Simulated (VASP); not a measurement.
A run of VASP 6.6.1 is set up as follows.

INCAR

```
  PREC = Accurate
  ENCUT = 500
  EDIFF = 1E-6
  ISMEAR = 0
  SIGMA = 0.15
  LREAL = False
  LASPH = True
  NELM = 120
  ALGO = Normal
  ISIF = 2
  LWAVE = False
  LCHARG = False
  GGA = PE
  NBANDS = 39
  GGA_COMPAT = False
```

The input KPOINTS:

```
regular mesh
0
Gamma
  2 2 2
```

Contents of POSCAR:

```
In2TeBr4
1.0
    4.3039248180      2.4848721523      4.2046068927
   -4.3039248180      2.4848721523      4.2046068927
    0.0000000000     -4.9697443045      4.2046068927
In Te Br
2 1 4
Direct
    0.7835192398      0.7835192398      0.7835192398
    0.2164807602      0.2164807602      0.2164807602
    0.5000000000      0.5000000000      0.5000000000
    0.5000000000      0.5000000000      0.0000000000
    0.0000000000      0.5000000000      0.5000000000
    0.5000000000      0.0000000000      0.5000000000
    0.0000000000      0.0000000000      0.0000000000
```

Potentials or basis: VASP PAW PBE potentials, release 64 (In_d, Te, Br).

Launch:

```bash
$ cat potpaw_PBE.64/In_d/POTCAR potpaw_PBE.64/Te/POTCAR potpaw_PBE.64/Br/POTCAR > POTCAR
$ mpirun -np 1 vasp_std > vasp.out
```

Task: What does it give for the band gap on the k mesh?

Result: Zero (bands 30 and 31 overlap by 2.22 eV).

Task: What does it give for the pressure?

Result: 0.2 GPa.

Task: Predict the largest force.

Result: 0.020 eV/Å.

Forces on the atoms (eV/Å):
```
In   0.000  0.000 -0.020
In   0.000  0.000  0.020
Te   0.000  0.000  0.000
Br   0.000  0.000  0.000
Br   0.000  0.000  0.000
Br   0.000  0.000  0.000
Br   0.000  0.000  0.000
```

Caveat: the k points lie up to 0.49 Å⁻¹ apart, too coarse for converged energies and pressures of a metal; spin-orbit coupling is left out, which moves the levels of the heavy elements.
